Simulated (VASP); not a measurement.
Input of a VASP 6.6.1 run:

Contents of POSCAR:

```
Al2As
1.0
    3.9511325383      0.0000000000      0.0000000000
    0.0000000000      3.9511325383      0.0000000000
    0.0000000000      0.0000000000      6.0286443614
Al As
4 2
Direct
    0.0000000000      0.0000000000      0.0000000000
    0.5000000000      0.5000000000      0.0000000000
    0.0000000000      0.5000000000      0.2700000000
    0.5000000000      0.0000000000      0.7300000000
    0.0000000000      0.5000000000      0.7000000000
    0.5000000000      0.0000000000      0.3000000000
```

File INCAR.step1:

```
SYSTEM = Al2As
ALGO = Normal ; EDIFF = 1E-4
ENCUT = 600 ; GGA = PE
ISMEAR = 0 ; LASPH = .True.
LCHARG = .False. ; LREAL = .False.
LWAVE = .True. ; NELM = 60
PREC = Accurate ; SIGMA = 0.1
```

File INCAR.step2:

```
SYSTEM = Al2As
ALGO = Normal ; EDIFF = 1E-7
EDIFFG = -0.04 ; ENCUT = 600
IBRION = 2 ; ISIF = 3
ISMEAR = 0 ; ISTART = 1
LASPH = .True. ; LCHARG = .False.
LMIXTAU = .True. ; LREAL = .False.
LWAVE = .False. ; METAGGA = R2SCAN
NELM = 60 ; NSW = 90
PREC = Accurate ; SIGMA = 0.1
```

File KPOINTS:

```
k-points
0
Gamma
  4 4 4
  0 0 0
```

Potentials or basis: VASP PAW PBE potentials, release 64 (Al, As).

The run is started by

```sh
$ cat potpaw_PBE.64/Al/POTCAR potpaw_PBE.64/As/POTCAR > POTCAR
$ cp INCAR.step1 INCAR
$ mpirun -np 1 vasp_std > vasp.out
$ cp INCAR.step2 INCAR
$ mpirun -np 1 vasp_std > vasp.out
```

(1) Predict the relaxed cell.

(2) What does it give for the band gap on the k mesh?

Results:

(1) a = 3.789 Å, b = 3.789 Å, c = 7.334 Å, α = 90.00°, β = 90.00°, γ = 90.00°.

(2) zero (bands 11 and 12 overlap by 4.43 eV).

Caveat: the k points lie up to 0.41 Å⁻¹ apart in the final cell, too coarse for converged energies and pressures of a metal; a cell axis changed by over 15 % at a fixed basis, so the end point is rough.
